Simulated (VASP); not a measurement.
# Ge (Imma) in VASP: settings compared

Ge is run at these levels: PBE, PBEsol; tasks: vibrations by perturbation theory, density of states.

Program: VASP 6.6.1. These are calculated values, not measurements. Logs are shortened: lines on timing, memory, paths and dates and some standing lists are left out, and cuts for length are marked.

## 1. The cell of the first run

Symmetry: Imma, No. 74, orthorhombic system. The conventional cell has a = 4.992 Å, b = 5.302 Å, c = 2.874 Å, α = 90.00°, β = 90.00°, γ = 90.00°. Ge (site symmetry mm2) has 8 Ge at 2.68 to 3.08 Å within 3.5 Å.

## 2. Vibrations by perturbation theory, PBE

INCAR

```
SYSTEM = Ge
ALGO = Normal
EDIFF = 1E-8
ENCUT = 520
GGA = PE
IBRION = 8
ISIF = 2
ISMEAR = -1
LASPH = .True.
LCHARG = .False.
LREAL = .False.
LWAVE = .False.
NELM = 100
NSW = 1
PREC = Accurate
SIGMA = 0.05
```

KPOINTS

```
k-points
0
Gamma
  10 10 10
  0 0 0
```

POSCAR

```
Ge
1.0
   -2.4958980000      2.6508630000      1.4369470000
    2.4958980000     -2.6508630000      1.4369470000
    2.4958980000      2.6508630000     -1.4369470000
Ge
2
Direct
    0.3140570000      0.0640570000      0.2500000000
    0.6859430000      0.9359430000      0.7500000000
```

Potentials or basis: VASP PAW PBE potentials, release 64 (Ge_d).

Launch:

```console
$ cat potpaw_PBE.64/Ge_d/POTCAR > POTCAR
$ mpirun -np 1 vasp_std > vasp.out
```

OUTCAR:

```text
SYSTEM = Ge
   EDIFF = 1E-8
   ENCUT = 520
   GGA = PE
   IBRION = 8
   ISIF = 2
   ISMEAR = -1
   LASPH = .True.
   LREAL = .False.
   NELM = 100
   NSW = 1
   PREC = Accurate

 ion  position               nearest neighbor table
   1  0.314  0.064  0.250-   2 2.68   2 2.68   2 2.72   2 2.72
   2  0.686  0.936  0.750-   1 2.68   1 2.68   1 2.72   1 2.72

  LATTYP: Found a body centered orthorhombic cell.
 ALAT       =     2.8738940000
 B/A-ratio  =     1.7369450648
 C/A-ratio  =     1.8447882907

  Lattice vectors:

 A1 = (   2.4958980000,  -2.6508630000,   1.4369470000)
 A2 = (  -2.4958980000,  -2.6508630000,  -1.4369470000)
 A3 = (   2.4958980000,   2.6508630000,  -1.4369470000)

Analysis of symmetry for initial positions (statically):
=====================================================================
 Subroutine PRICEL returns:
 Original cell was already a primitive cell.

 Routine SETGRP: Setting up the symmetry group for a
 body centered orthorhombic supercell.

 Subroutine GETGRP returns: Found  8 space group operations
 (whereof  4 operations were pure point group operations)
 out of a pool of  8 trial point group operations.

The static configuration has the point symmetry C_2h.
 The point group associated with its full space group is D_2h.

Analysis of symmetry for dynamics (positions and initial velocities):
=====================================================================
 Subroutine PRICEL returns:
 Original cell was already a primitive cell.

 Routine SETGRP: Setting up the symmetry group for a
 body centered orthorhombic supercell.

 Subroutine GETGRP returns: Found  8 space group operations
 (whereof  4 operations were pure point group operations)
 out of a pool of  8 trial point group operations.

The dynamic configuration has the point symmetry C_2h.
 The point group associated with its full space group is D_2h.

 Subroutine INISYM returns: Found  8 space group operations
 (whereof  4 operations are pure point group operations),
[... 680 lines left out ...]
      0.00000      1.32543      0.18409         0.000000     -0.000000      0.037048
      2.49590      1.32543      1.25285        -0.000000      0.000000     -0.037048
 -----------------------------------------------------------------------------------
    total drift:                               -0.000000     -0.000000      0.000000

  FREE ENERGIE OF THE ION-ELECTRON SYSTEM (eV)
  ---------------------------------------------------
  free  energy   TOTEN  =        -8.5552096313 eV

  energy  without entropy=       -8.5472796419  energy(sigma->0) =       -8.55124464

[... ionic steps 2 to 3 ...]

--------------------------------------- Ionic step        4  -------------------------------------------

------------------------ aborting loop because EDIFF is reached ----------------------------------------

--------------------------------------- Ionic step        5  -------------------------------------------

------------------------ aborting loop because EDIFF is reached ----------------------------------------

--------------------------------------- Ionic step        6  -------------------------------------------

 Free energy of the ion-electron system (eV)
  ---------------------------------------------------
  ---------------------------------------------------
  free energy    TOTEN  =        -0.18421886 eV

  energy without entropy =       -0.18421796

------------------------ aborting loop because EDIFF is reached ----------------------------------------

 INTERNAL STRAIN TENSOR  FOR ION    1  DIRECTION 3   (eV/Angst):
 -----------------------------------------------------------------------------
     2.38881  0.00000  0.00000
     0.00000 -1.41747  0.00000
     0.00000  0.00000 -0.54181

 INTERNAL STRAIN TENSOR FOR ION    2 for displacements in x,y,z  (eV/Angst):
          X           Y           Z          XY          YZ          ZX
  --------------------------------------------------------------------------------
  x     0.00000     0.00000     0.00000     0.00000     0.00000    -2.08201
  y     0.00000     0.00000     0.00000     0.00000     0.22550     0.00000
  z    -2.38881     1.41747     0.54181     0.00000     0.00000     0.00000

 SECOND DERIVATIVES (NOT SYMMETRIZED)
 ------------------------------------
               1X          1Y          1Z          2X          2Y          2Z
  1X    -2.715799    0.000000    0.000000    2.715799    0.000000    0.000000
  1Y     0.000000   -4.283778    0.000000    0.000000    4.283778    0.000000
  1Z     0.000000    0.000000   -0.166425    0.000000    0.000000    0.166425
  2X     2.715799    0.000000    0.000000   -2.715799    0.000000    0.000000
  2Y     0.000000    4.283778    0.000000    0.000000   -4.283778    0.000000
  2Z     0.000000    0.000000    0.166425    0.000000    0.000000   -0.166425

 Eigenvectors and eigenvalues of the dynamical matrix
 ----------------------------------------------------

   1 f  =    5.370083 THz    33.741226 2PiTHz  179.126684 cm-1    22.208868 meV
             X         Y         Z           dx          dy          dz
      0.000000  1.325432  0.184093     0.000000    0.707107    0.000000
      2.495898  1.325432  1.252854     0.000000   -0.707107    0.000000
[... 11 lines left out ...]
   4 f  =    0.000000 THz     0.000000 2PiTHz    0.000001 cm-1     0.000000 meV
             X         Y         Z           dx          dy          dz
      0.000000  1.325432  0.184093     0.704899   -0.055832    0.000000
      2.495898  1.325432  1.252854     0.704899   -0.055832    0.000000

   5 f/i=    0.000000 THz     0.000000 2PiTHz    0.000000 cm-1     0.000000 meV
             X         Y         Z           dx          dy          dz
      0.000000  1.325432  0.184093     0.000000    0.000000    0.707107
      2.495898  1.325432  1.252854     0.000000    0.000000    0.707107

   6 f/i=    0.000000 THz     0.000001 2PiTHz    0.000003 cm-1     0.000000 meV
             X         Y         Z           dx          dy          dz
      0.000000  1.325432  0.184093    -0.055832   -0.704899    0.000000
      2.495898  1.325432  1.252854    -0.055832   -0.704899    0.000000

--------------------------------------------------------------------------------------------------------

 ELASTIC MODULI CONTR FROM IONIC RELAXATION (kBar)
 Direction    XX          YY          ZZ          XY          YZ          ZX
 --------------------------------------------------------------------------------
 XX       -1444.5710    857.1796    327.6435      0.0000      0.0000      0.0000
 YY         857.1796   -508.6333   -194.4171      0.0000      0.0000      0.0000
 ZZ         327.6435   -194.4171    -74.3129      0.0000      0.0000      0.0000
 XY           0.0000      0.0000      0.0000      0.0000      0.0000      0.0000
 YZ           0.0000      0.0000      0.0000      0.0000     -0.5001      0.0000
 ZX           0.0000      0.0000      0.0000      0.0000      0.0000    -67.2453
 --------------------------------------------------------------------------------
```

stdout:

```text
POSCAR found type information on POSCAR Ge
 POSCAR found :  1 types and       2 ions
 scaLAPACK will be used
 LDA part: xc-table for (Slater+PW92), standard interpolation
 POSCAR, INCAR and KPOINTS ok, starting setup
 FFT: planning ... GRIDC
 FFT: planning ... GRID_SOFT
 FFT: planning ... GRID
 WAVECAR not read
 entering main loop
 Linear response reoptimize wavefunctions to high precision
 Linear response DOF=           3
 Linear response progress:
 first order change of Fermi-energy   0.19446E-04
 force on displaced ion       1 direction 1 :  -2.716  -0.000  -0.000
 Linear response progress:
 first order change of Fermi-energy   0.14449E-04
 force on displaced ion       1 direction 2 :  -0.000  -4.284   0.000
 Linear response progress:
 first order change of Fermi-energy  -0.30340E+00
 force on displaced ion       1 direction 3 :   0.000  -0.000  -0.166
 Linear response finished
```

Wall time 18 min (1 thread of Intel Xeon 6975P-C, shared host); peak memory 0.47 GiB.

Results:

```
Highest phonon frequency at Γ : 179 cm⁻¹
```

Phonon frequencies in cm⁻¹ (negative: imaginary):
```csv
q point,frequencies
"(0.000, 0.000, 0.000)",0 0 0 35 143 179
```

Caveat: the cell wasn't relaxed at this level first, which shifts response properties.

## 3. Vibrations by perturbation theory, PBEsol

INCAR

```
  PREC = Accurate
  ENCUT = 520
  EDIFF = 1E-8
  ISMEAR = -1
  SIGMA = 0.05
  LREAL = False
  LASPH = True
  NELM = 80
  ALGO = Normal
  ISIF = 2
  LWAVE = False
  LCHARG = False
  GGA = PS
  NBANDS = 21
  IBRION = 8
  NSW = 1
```

KPOINTS

```
Automatic mesh
0
Gamma
  8 8 8
```

POSCAR is that of step 2.

Potentials or basis: VASP PAW PBE potentials, release 64 (Ge_d).

Launch:

```console
$ cat potpaw_PBE.64/Ge_d/POTCAR > POTCAR
$ mpirun -np 1 vasp_std > vasp.out
```

OUTCAR:

```text
PREC = Accurate
   ENCUT = 520
   EDIFF = 1E-8
   ISMEAR = -1
   LREAL = False
   LASPH = True
   NELM = 80
   ISIF = 2
   GGA = PS
   IBRION = 8
   NSW = 1

 ion  position               nearest neighbor table
   1  0.314  0.064  0.250-   2 2.68   2 2.68   2 2.72   2 2.72
   2  0.686  0.936  0.750-   1 2.68   1 2.68   1 2.72   1 2.72

  LATTYP: Found a body centered orthorhombic cell.
 ALAT       =     2.8738940000
 B/A-ratio  =     1.7369450648
 C/A-ratio  =     1.8447882907

  Lattice vectors:

 A1 = (   2.4958980000,  -2.6508630000,   1.4369470000)
 A2 = (  -2.4958980000,  -2.6508630000,  -1.4369470000)
 A3 = (   2.4958980000,   2.6508630000,  -1.4369470000)

Analysis of symmetry for initial positions (statically):
=====================================================================
 Subroutine PRICEL returns:
 Original cell was already a primitive cell.

 Routine SETGRP: Setting up the symmetry group for a
 body centered orthorhombic supercell.

 Subroutine GETGRP returns: Found  8 space group operations
 (whereof  4 operations were pure point group operations)
 out of a pool of  8 trial point group operations.

The static configuration has the point symmetry C_2h.
 The point group associated with its full space group is D_2h.

Analysis of symmetry for dynamics (positions and initial velocities):
=====================================================================
 Subroutine PRICEL returns:
 Original cell was already a primitive cell.

 Routine SETGRP: Setting up the symmetry group for a
 body centered orthorhombic supercell.

 Subroutine GETGRP returns: Found  8 space group operations
 (whereof  4 operations were pure point group operations)
 out of a pool of  8 trial point group operations.

The dynamic configuration has the point symmetry C_2h.
 The point group associated with its full space group is D_2h.

 Subroutine INISYM returns: Found  8 space group operations
 (whereof  4 operations are pure point group operations),
 and found     1 'primitive' translations

----------------------------------------------------------------------------------------

                                     Primitive cell

  volume of cell :      38.0290

  direct lattice vectors                    reciprocal lattice vectors
    -2.495898000  2.650863000  1.436947000     0.000000000  0.188617820  0.347959946
     2.495898000 -2.650863000  1.436947000     0.200328699  0.000000000  0.347959946
     2.495898000  2.650863000 -1.436947000     0.200328699  0.188617820  0.000000000

  length of vectors
     3.914255760  3.914255760  3.914255760     0.395793893  0.401506801  0.275151358

  position of ions in fractional coordinates (direct lattice)
     0.314057000  0.064057000  0.250000000
     0.685943000  0.935943000  0.750000000
[... 136 lines left out ...]
      1     -18.2850      2.00000
      2     -18.2075      2.00000
      3     -18.2058      2.00000
      4     -18.2035      2.00000
      5     -18.1694      2.00000
      6     -18.1312      2.00000
[... 565 lines left out ...]
     20      17.1744      0.00000
     21      18.2475      0.00000

 [... further k-points ...]

------------------------ aborting loop because EDIFF is reached ----------------------------------------

  FORCE on cell =-STRESS in cart. coord.  units (eV):
  Direction    XX          YY          ZZ          XY          YZ          ZX
  --------------------------------------------------------------------------------------
  -------------------------------------------------------------------------------------
  Total       -0.7503368     -0.7082514     -0.3798411      0.0000000      0.0000000      0.0000000
  in kB      -31.6119985    -29.8389232    -16.0028609      0.0000000      0.0000000      0.0000000
  external PRESSURE =     -25.8179275 kB  Pullay stress =       0.0000000 kB

 VOLUME and BASIS-vectors are now :
 -----------------------------------------------------------------------------
  energy-cutoff  :      520.00
  volume of cell :       38.03
      direct lattice vectors                 reciprocal lattice vectors
    -2.495898000  2.650863000  1.436947000     0.000000000  0.188617820  0.347959946
     2.495898000 -2.650863000  1.436947000     0.200328699  0.000000000  0.347959946
     2.495898000  2.650863000 -1.436947000     0.200328699  0.188617820  0.000000000

 POSITION                                       TOTAL-FORCE (eV/Angst)
 -----------------------------------------------------------------------------------
      0.00000      1.32543      0.18409        -0.000000      0.000000      0.020886
      2.49590      1.32543      1.25285         0.000000     -0.000000     -0.020886
 -----------------------------------------------------------------------------------
    total drift:                               -0.000000     -0.000000      0.000000

  FREE ENERGIE OF THE ION-ELECTRON SYSTEM (eV)
  ---------------------------------------------------
  free  energy   TOTEN  =        -9.5188904759 eV

  energy  without entropy=       -9.5112570618  energy(sigma->0) =       -9.51507377

[... ionic steps 2 to 3 ...]

--------------------------------------- Ionic step        4  -------------------------------------------

------------------------ aborting loop because EDIFF is reached ----------------------------------------

--------------------------------------- Ionic step        5  -------------------------------------------

------------------------ aborting loop because EDIFF is reached ----------------------------------------

--------------------------------------- Ionic step        6  -------------------------------------------

 Free energy of the ion-electron system (eV)
  ---------------------------------------------------
  ---------------------------------------------------
  free energy    TOTEN  =        -0.18439978 eV

  energy without entropy =       -0.18439525

------------------------ aborting loop because EDIFF is reached ----------------------------------------

 INTERNAL STRAIN TENSOR  FOR ION    1  DIRECTION 3   (eV/Angst):
 -----------------------------------------------------------------------------
     1.04643  0.00000  0.00000
     0.00000 -1.49455  0.00000
     0.00000  0.00000  0.06289

 INTERNAL STRAIN TENSOR FOR ION    2 for displacements in x,y,z  (eV/Angst):
          X           Y           Z          XY          YZ          ZX
  --------------------------------------------------------------------------------
  x     0.00000     0.00000     0.00000     0.00000     0.00000    -1.14994
  y     0.00000     0.00000     0.00000     0.00000     0.83743     0.00000
  z    -1.04643     1.49455    -0.06289     0.00000     0.00000     0.00000

 SECOND DERIVATIVES (NOT SYMMETRIZED)
 ------------------------------------
               1X          1Y          1Z          2X          2Y          2Z
  1X    -1.870082    0.000000    0.000000    1.870082    0.000000    0.000000
  1Y     0.000000   -3.040836    0.000000    0.000000    3.040836    0.000000
  1Z     0.000000    0.000000   -0.390006    0.000000   -0.000000    0.390006
  2X     1.870082    0.000000    0.000000   -1.870082    0.000000    0.000000
  2Y     0.000000    3.040836    0.000000    0.000000   -3.040836    0.000000
  2Z     0.000000   -0.000000    0.390006    0.000000    0.000000   -0.390006

 Eigenvectors and eigenvalues of the dynamical matrix
 ----------------------------------------------------

   1 f  =    4.524431 THz    28.427839 2PiTHz  150.918777 cm-1    18.711535 meV
             X         Y         Z           dx          dy          dz
      0.000000  1.325432  0.184093     0.000000    0.707107    0.000000
      2.495898  1.325432  1.252854    -0.000000   -0.707107   -0.000000
[... 21 lines left out ...]
   6 f/i=    0.000000 THz     0.000001 2PiTHz    0.000003 cm-1     0.000000 meV
             X         Y         Z           dx          dy          dz
      0.000000  1.325432  0.184093     0.615322   -0.347609   -0.023392
      2.495898  1.325432  1.252854     0.615322   -0.347609   -0.023392

--------------------------------------------------------------------------------------------------------

 ELASTIC MODULI CONTR FROM IONIC RELAXATION (kBar)
 Direction    XX          YY          ZZ          XY          YZ          ZX
 --------------------------------------------------------------------------------
 XX        -118.2895    168.9449     -7.1088      0.0000     -0.0000      0.0000
 YY         168.9449   -241.2926     10.1530      0.0000      0.0000      0.0000
 ZZ          -7.1088     10.1530     -0.4272      0.0000     -0.0000      0.0000
 XY           0.0000      0.0000      0.0000      0.0000      0.0000      0.0000
 YZ          -0.0000      0.0000     -0.0000      0.0000     -9.7162      0.0000
 ZX           0.0000      0.0000      0.0000      0.0000      0.0000    -29.7912
 --------------------------------------------------------------------------------
```

It took 18 min on 1 thread of AMD EPYC 7R13, shared host; peak memory 0.32 GiB.

What came out:

- Highest phonon frequency at Γ: 151 cm⁻¹

Phonon frequencies in cm⁻¹ (negative: imaginary):
```tsv
q point	frequencies
(0.000, 0.000, 0.000)	0 0 0 54 118 151
```

Caveat: the cell wasn't relaxed at this level first, which shifts response properties; the PAW data sets were made with another functional, which shifts forces and pressure a little.

(Part 1 of 2 ends here.)
